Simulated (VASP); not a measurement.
The system is Cd.

```
Cd
1.0
     1.91575    1.10606    3.55253
    -1.91575    1.10606    3.55253
     0.00000   -2.21212    3.55253
Cd
2
Direct
  0.22754 0.22754 0.22754
  0.77246 0.77246 0.77246
```

* Program: VASP 6.6.1
* Task: relaxation of cell and atoms
* Functional: PBE
* Potentials or basis: VASP PAW PBE potentials, release 64 (Cd)
* Cutoff: 600 eV
* k mesh: 6 × 6 × 6
* Occupations: gaussian, width 0.1 eV
* Spin: no spin polarisation

At the start: pressure 15.9 GPa; volume 22.58 Å³/atom.

Question: Where does the relaxation end?

Answer: Over 10 steps the energy falls by 405.6 meV/atom and the volume is 27.07 Å³/atom (+19.9 %); space group R-3m (No. 166, to 0.1 Å) before and after.

The path:
```
step  energy change (eV)  largest force (eV/Å)  pressure (GPa)  volume (Å³)
   1              0.0000                2.5581           15.86        45.17
   2             -0.6959                0.3526           -2.26        61.39
   3             -0.7089                0.5403           -0.93        58.08
   4             -0.7095                0.5123           -1.09        58.50
   5             -0.7431                0.4587           -0.89        57.19
   6             -0.8021                0.1988            0.50        53.37
   7             -0.8030                0.1088            1.02        52.50
   8             -0.8034                0.1388            0.87        52.77
   9             -0.8112                0.0060            0.05        53.97
  10             -0.8112                0.0113           -0.06        54.15
```

Final structure:
```
Cd
1.0
     2.06105    1.18995    3.67977
    -2.06105    1.18995    3.67977
     0.00000   -2.37989    3.67977
Cd
2
Direct
  0.25020 0.25020 0.25020
  0.74980 0.74980 0.74980
```

Caveat: the volume moved by over 15 % at a fixed basis, so the end points are rough.
